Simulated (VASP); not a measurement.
# LiHF2 (R-3m) in VASP: single point with LDA

Aim: the single point of LiHF2 with LDA.

Program: VASP 6.6.1. These are calculated values, not measurements. Logs are shortened: lines on timing, memory, paths and dates and some standing lists are left out, and cuts for length are marked.

**1. The cell of the first run**

It takes space group R-3m (No. 166, trigonal). Conventional cell: a = 2.886 Å, b = 2.886 Å, c = 12.989 Å, α = 90.00°, β = 90.00°, γ = 120.00°. Within 2.6 Å of Li (site symmetry -3m) lie 6 F at 1.96 Å. Within 1.5 Å of H (site symmetry -3m) lie 2 F at 1.14 Å. Within 1.5 Å of F (site symmetry 3m) lie 1 H at 1.14 Å.

**2. Single point, LDA**

INCAR

```
SYSTEM = LiHF2
ALGO = Normal
EDIFF = 1E-6
ENCUT = 520
GGA = CA
ISIF = 2
ISMEAR = 0
LASPH = .TRUE.
LCHARG = .FALSE.
LREAL = .FALSE.
LWAVE = .FALSE.
NBANDS = 17
NELM = 60
PREC = Accurate
SIGMA = 0.05
```

KPOINTS

```
k-points
0
G
  9 9 9
  0 0 0
```

POSCAR

```
LiHF2
1.0
    1.4427881604      0.8329941328      4.3296110341
   -1.4427881604      0.8329941328      4.3296110341
    0.0000000000     -1.6659882656      4.3296110341
Li H F
1 1 2
Direct
    0.0000000000      0.0000000000      0.0000000000
    0.5000000000      0.5000000000      0.5000000000
    0.4125119035      0.4125119035      0.4125119035
    0.5874880965      0.5874880965      0.5874880965
```

Potentials or basis: VASP PAW LDA potentials, release 64 (Li_sv, H, F).

Started as:

```bash
> cat potpaw_LDA.64/Li_sv/POTCAR potpaw_LDA.64/H/POTCAR potpaw_LDA.64/F/POTCAR > POTCAR
> mpirun -np 1 vasp_std > vasp.out
```

OUTCAR:

```text
SYSTEM = LiHF2
   EDIFF = 1E-6
   ENCUT = 520
   GGA = CA
   ISIF = 2
   ISMEAR = 0
   LASPH = .TRUE.
   LREAL = .FALSE.
   NELM = 60
   PREC = Accurate

 ion  position               nearest neighbor table
   1  0.000  0.000  0.000-   4 1.96   4 1.96   3 1.96   3 1.96   4 1.96   3 1.96
   2  0.500  0.500  0.500-   3 1.14   4 1.14
   3  0.413  0.413  0.413-   2 1.14   1 1.96   1 1.96   1 1.96
   4  0.587  0.587  0.587-   2 1.14   1 1.96   1 1.96   1 1.96

  LATTYP: Found a trigonal (rhomboedric) cell.
 ALAT       =     4.6390784222
 COS(alpha) =     0.8065486758

  Lattice vectors:

 A1 = (   1.4427881604,   0.8329941328,   4.3296110341)
 A2 = (  -1.4427881604,   0.8329941328,   4.3296110341)
 A3 = (   0.0000000000,  -1.6659882656,   4.3296110341)

Analysis of symmetry for initial positions (statically):
=====================================================================
 Subroutine PRICEL returns:
 Original cell was already a primitive cell.

 Routine SETGRP: Setting up the symmetry group for a
 trigonal (rhombohedral) supercell.

 Subroutine GETGRP returns: Found 12 space group operations
 (whereof 12 operations were pure point group operations)
 out of a pool of 12 trial point group operations.

The static configuration has the point symmetry D_3d.

Analysis of symmetry for dynamics (positions and initial velocities):
=====================================================================
 Subroutine PRICEL returns:
 Original cell was already a primitive cell.

 Routine SETGRP: Setting up the symmetry group for a
 trigonal (rhombohedral) supercell.

 Subroutine GETGRP returns: Found 12 space group operations
 (whereof 12 operations were pure point group operations)
 out of a pool of 12 trial point group operations.

The dynamic configuration has the point symmetry D_3d.

 Subroutine INISYM returns: Found 12 space group operations
 (whereof 12 operations are pure point group operations),
 and found     1 'primitive' translations

----------------------------------------------------------------------------------------

                                     Primitive cell

  volume of cell :      31.2208

  direct lattice vectors                    reciprocal lattice vectors
     1.442788160  0.832994133  4.329611034     0.346551222  0.200081441  0.076989210
    -1.442788160  0.832994133  4.329611034    -0.346551222  0.200081441  0.076989210
     0.000000000 -1.665988266  4.329611034     0.000000000 -0.400162883  0.076989210

  length of vectors
     4.639078422  4.639078422  4.639078422     0.407501744  0.407501744  0.407501744

  position of ions in fractional coordinates (direct lattice)
     0.000000000  0.000000000  0.000000000
     0.500000000  0.500000000  0.500000000
     0.412511903  0.412511903  0.412511903
     0.587488097  0.587488097  0.587488097

  ion indices of the primitive-cell ions
   primitive index   ion index
                 1           1
                 2           2
                 3           3
                 4           4

----------------------------------------------------------------------------------------

 KPOINTS: k-points

Automatic generation of k-mesh.
 Grid dimensions read from file:
 generate k-points for:    9    9    9

 Generating k-lattice:

  Cartesian coordinates                     Fractional coordinates (reciprocal lattice)
     0.038505691  0.022231271  0.008554357     0.111111111  0.000000000  0.000000000
    -0.038505691  0.022231271  0.008554357     0.000000000  0.111111111  0.000000000
     0.000000000 -0.044462543  0.008554357     0.000000000  0.000000000  0.111111111

  Length of vectors
     0.045277972  0.045277972  0.045277972

  Shift w.r.t. Gamma in fractional coordinates (k-lattice)
     0.000000000  0.000000000  0.000000000

 Subroutine IBZKPT returns following result:
 ===========================================

 Found     85 irreducible k-points:

 Following reciprocal coordinates:
            Coordinates               Weight
  0.000000  0.000000  0.000000      1.000000
  0.111111  0.000000  0.000000      6.000000
  0.222222  0.000000  0.000000      6.000000
  0.333333  0.000000  0.000000      6.000000
  0.444444  0.000000  0.000000      6.000000
  0.111111  0.111111  0.000000      6.000000
[... 16 lines left out ...]
 -0.333333  0.333333  0.000000      6.000000
  0.444444  0.444444  0.000000      6.000000
 [... further k-points ...]
   k-points           NKPTS =     85   k-points in BZ     NKDIM =     85   number of bands    NBANDS=     17
   number of dos      NEDOS =    301   number of ions     NIONS =      4
   total plane-waves  NPLWV =  46656
   dimension x,y,z NGX =    36 NGY =   36 NGZ =   36
   dimension x,y,z NGXF=    72 NGYF=   72 NGZF=   72
   ions per type =               1   1   2
   NGX,Y,Z   is equivalent  to a cutoff of  12.90, 12.90, 12.90 a.u.
   NGXF,Y,Z  is equivalent  to a cutoff of  25.80, 25.80, 25.80 a.u.
 SYSTEM =  LiHF2
   PREC   = accura    normal or accurate (medium, high low for compatibility)
   ISTART =      0    job   : 0-new  1-cont  2-samecut
   ICHARG =      2    charge: 1-file 2-atom 10-const
   ISPIN  =      1    spin polarized calculation?
   LNONCOLLINEAR =      F non collinear calculations
   LSORBIT =      F    spin-orbit coupling
   LASPH  =      T    aspherical Exc in radial PAW
   ENCUT  =  520.0 eV  38.22 Ry    6.18 a.u.   8.63  8.63  8.63*2*pi/ulx,y,z
   NELM   =     60;   NELMIN=  2; NELMDL= -5     # of ELM steps
   EDIFF  = 0.1E-05   stopping-criterion for ELM
   LREAL  =      F    real-space projection
   EDIFFG = 0.1E-04   stopping-criterion for IOM
   NSW    =      0    number of steps for IOM
   IBRION =     -1    ionic relax: 0-MD 1-quasi-New 2-CG
   NFREE  =      0    steps in history (QN), initial steepest desc. (CG)
   ISIF   =      2    stress and relaxation
   ISYM   =      2    0-nonsym 1-usesym 2-fastsym
   POTIM  = 0.5000    time-step for ionic-motion
   TEBEG  =    0.0;   TEEND  =   0.0 temperature during run
   PSTRESS=    0.0 pullay stress
   NELECT =      18.0000    total number of electrons
   NUPDOWN=      -1.0000    fix difference up-down
   EMIN   =  10.00;   EMAX   =-10.00  energy-range for DOS
   EFERMI =   0.00;   METHOD = LEGACY
   ISMEAR =     0;   SIGMA  =   0.05  broadening in eV -4-tet -1-fermi 0-gaus
   EFERMI_NEDOS =   21; number of points for ismear=-14 and -15
   IALGO  =     38    algorithm
   IMIX   =      4    mixing-type and parameters
     AMIX     =   0.40;   BMIX     =  1.00
     AMIX_MAG =   1.60;   BMIX_MAG =  1.00
  volume/ion in A,a.u.               =       7.81        52.67
  Fermi-wavevector in a.u.,A,eV,Ry     =   1.362545  2.574836 25.259601  1.856528
  Thomas-Fermi vector in A             =   2.489025
   LORBIT       =      0    0 simple, 1 ext, 2 COOP (PROOUT), +10 PAW based schemes
   GGA     = CA    functional components
   LHFCALC =     F    Hartree Fock is set to
   AEXX    =    0.0000 exact exchange contribution
   IVDW    =     0    specifies the selected vdW correction
   LEPSILON=     F    determine dielectric tensor
   LRPA    =     F    only Hartree local field effects (RPA)
 non-spin polarized calculation
 Gauss-broadening in eV      SIGMA  =   0.05
  energy-cutoff  :      520.00
  volume of cell :       31.22
 maximum number of plane-waves:       871
   NGX = 17   NGY = 17   NGZ = 17

 number of electron      17.9999992 magnetization

 Free energy of the ion-electron system (eV)
  ---------------------------------------------------
  ext. energy  EPLUGINS =         0.00000000
  ---------------------------------------------------
  free energy    TOTEN  =       -19.81990018 eV

  energy without entropy =      -19.81990018  energy(sigma->0) =      -19.81990018

 E-fermi :  -2.4312     XC(G=0): -10.1877

 val. band max:       -2.6576489309   @ k =   0.4444   0.4444   0.3333
 cond. band min:       5.5597536556   @ k =   0.0000   0.0000   0.0000
 fundamental gap:      8.2174025865
 Fermi energy:        -2.4311571736

 k-point     1 :       0.0000    0.0000    0.0000
  band No.  band energies     occupation
      1     -41.8843      2.00000
      2     -23.5343      2.00000
      3     -21.9693      2.00000
      4      -8.5762      2.00000
      5      -3.0548      2.00000
      6      -3.0548      2.00000
[... 9 lines left out ...]
     16      21.5094      0.00000
     17      21.5094      0.00000

 k-point     2 :       0.1111    0.0000    0.0000
  band No.  band energies     occupation
      1     -41.8790      2.00000
      2     -23.4912      2.00000
      3     -21.9467      2.00000
      4      -8.5113      2.00000
      5      -3.4352      2.00000
      6      -3.1176      2.00000
[... 9 lines left out ...]
     16      19.0278      0.00000
     17      21.5206      0.00000

 k-point     3 :       0.2222    0.0000    0.0000
  band No.  band energies     occupation
      1     -41.8656      2.00000
      2     -23.3791      2.00000
      3     -21.8909      2.00000
      4      -8.3455      2.00000
      5      -4.1946      2.00000
      6      -3.5465      2.00000
[... 9 lines left out ...]
     16      17.5405      0.00000
     17      21.4036      0.00000

 k-point     4 :       0.3333    0.0000    0.0000
  band No.  band energies     occupation
      1     -41.8503      2.00000
      2     -23.2456      2.00000
      3     -21.8286      2.00000
      4      -8.1593      2.00000
      5      -4.9189      2.00000
      6      -4.0206      2.00000
[... 9 lines left out ...]
     16      17.4587      0.00000
     17      20.6969      0.00000

 k-point     5 :       0.4444    0.0000    0.0000
  band No.  band energies     occupation
      1     -41.8404      2.00000
      2     -23.1544      2.00000
      3     -21.7892      2.00000
      4      -8.0433      2.00000
      5      -5.3449      2.00000
      6      -4.2956      2.00000
[... 9 lines left out ...]
     16      17.4080      0.00000
     17      19.3516      0.00000

 k-point     6 :       0.1111    0.1111    0.0000
  band No.  band energies     occupation
      1     -41.8790      2.00000
      2     -23.4820      2.00000
      3     -21.9603      2.00000
      4      -8.4723      2.00000
      5      -3.3307      2.00000
      6      -3.2499      2.00000
[... 9 lines left out ...]
     16      18.8898      0.00000
     17      21.8186      0.00000

 k-point     7 :       0.2222    0.1111    0.0000
  band No.  band energies     occupation
      1     -41.8696      2.00000
      2     -23.3958      2.00000
      3     -21.9343      2.00000
      4      -8.3214      2.00000
      5      -3.9408      2.00000
      6      -3.5253      2.00000
[... 9 lines left out ...]
     16      17.7752      0.00000
     17      21.8593      0.00000

 k-point     8 :       0.3333    0.1111    0.0000
  band No.  band energies     occupation
      1     -41.8553      2.00000
      2     -23.2669      2.00000
      3     -21.8821      2.00000
      4      -8.1288      2.00000
      5      -4.6634      2.00000
      6      -3.8358      2.00000
[... 9 lines left out ...]
     16      17.2884      0.00000
     17      20.9111      0.00000
[... 203 lines left out ...]
      1     -41.8437      2.00000
      2     -23.1810      2.00000
      3     -21.8058      2.00000
      4      -8.0713      2.00000
      5      -4.7244      2.00000
      6      -4.5128      2.00000
[... 9 lines left out ...]
     16      16.9869      0.00000
     17      22.3534      0.00000

 k-point    20 :       0.3333    0.3333    0.0000
  band No.  band energies     occupation
      1     -41.8503      2.00000
      2     -23.1475      2.00000
      3     -21.9635      2.00000
      4      -7.7832      2.00000
      5      -4.9264      2.00000
      6      -4.1905      2.00000
[... 9 lines left out ...]
     16      17.2781      0.00000
     17      21.2715      0.00000

 k-point    21 :       0.4444    0.3333    0.0000
  band No.  band energies     occupation
      1     -41.8427      2.00000
      2     -23.0566      2.00000
      3     -21.9593      2.00000
      4      -7.6235      2.00000
      5      -5.2181      2.00000
      6      -4.2715      2.00000
[... 9 lines left out ...]
     16      17.2533      0.00000
     17      20.9431      0.00000

 k-point    22 :      -0.4444    0.3333    0.0000
  band No.  band energies     occupation
      1     -41.8360      2.00000
      2     -23.0031      2.00000
      3     -21.9188      2.00000
      4      -7.5979      2.00000
      5      -5.2206      2.00000
      6      -4.3070      2.00000
[... 9 lines left out ...]
     16      17.1782      0.00000
     17      20.7208      0.00000

 k-point    23 :      -0.3333    0.3333    0.0000
  band No.  band energies     occupation
      1     -41.8334      2.00000
      2     -23.0158      2.00000
      3     -21.8578      2.00000
      4      -7.7147      2.00000
      5      -4.9465      2.00000
      6      -4.6679      2.00000
[... 9 lines left out ...]
     16      17.1448      0.00000
     17      21.3880      0.00000

 k-point    24 :       0.4444    0.4444    0.0000
  band No.  band energies     occupation
      1     -41.8403      2.00000
      2     -22.9995      2.00000
      3     -21.9948      2.00000
      4      -7.4662      2.00000
      5      -5.4753      2.00000
      6      -4.3730      2.00000
[... 9 lines left out ...]
     16      17.1259      0.00000
     17      21.0169      0.00000

 [... further k-points ...]
[... 5 lines left out ...]
  --------------------------------------------------------------------------------------
  -------------------------------------------------------------------------------------
  Total       -0.1081721     -0.1081721      0.1678505      0.0000000      0.0000000      0.0000000
  in kB       -5.5511257     -5.5511257      8.6136794      0.0000000      0.0000000      0.0000000
  external PRESSURE =      -0.8295240 kB  Pullay stress =       0.0000000 kB

 VOLUME and BASIS-vectors are now :
 -----------------------------------------------------------------------------
  energy-cutoff  :      520.00
  volume of cell :       31.22
      direct lattice vectors                 reciprocal lattice vectors
     1.442788160  0.832994133  4.329611034     0.346551222  0.200081441  0.076989210
    -1.442788160  0.832994133  4.329611034    -0.346551222  0.200081441  0.076989210
     0.000000000 -1.665988266  4.329611034     0.000000000 -0.400162883  0.076989210

 POSITION                                       TOTAL-FORCE (eV/Angst)
 -----------------------------------------------------------------------------------
      0.00000      0.00000      0.00000        -0.000000      0.000000      0.000000
      0.00000      0.00000      6.49442         0.000000     -0.000000      0.000000
      0.00000      0.00000      5.35805        -0.000000      0.000000     -0.095712
      0.00000      0.00000      7.63078        -0.000000      0.000000      0.095712
 -----------------------------------------------------------------------------------
    total drift:                               -0.000000      0.000000     -0.000000

  FREE ENERGIE OF THE ION-ELECTRON SYSTEM (eV)
  ---------------------------------------------------
  free  energy   TOTEN  =       -19.8199001823 eV

  energy  without entropy=      -19.8199001823  energy(sigma->0) =      -19.81990018
```

Run time: 1.7 min. Hardware: 1 thread of AMD EPYC 7R43 (Zen 3), shared host; peak memory 0.15 GiB.

Results:

```yaml
Free_energy: -19.8199 eV
Largest_force: 0.096 eV/Å
Band_gap_on_the_k_mesh: 8.22 eV (least direct gap 8.44 eV)
```

Forces on the atoms (eV/Å):
```
Li   0.000  0.000  0.000
H    0.000  0.000  0.000
F    0.000  0.000 -0.096
F    0.000  0.000  0.096
```

Caveat: the cutoff is under 1.25 times the usual one of these potentials, so pressure, stress and relaxed cells hold a basis-set (Pulay) error; an odd mesh through Γ misses points on the zone boundary, where band edges can lie.
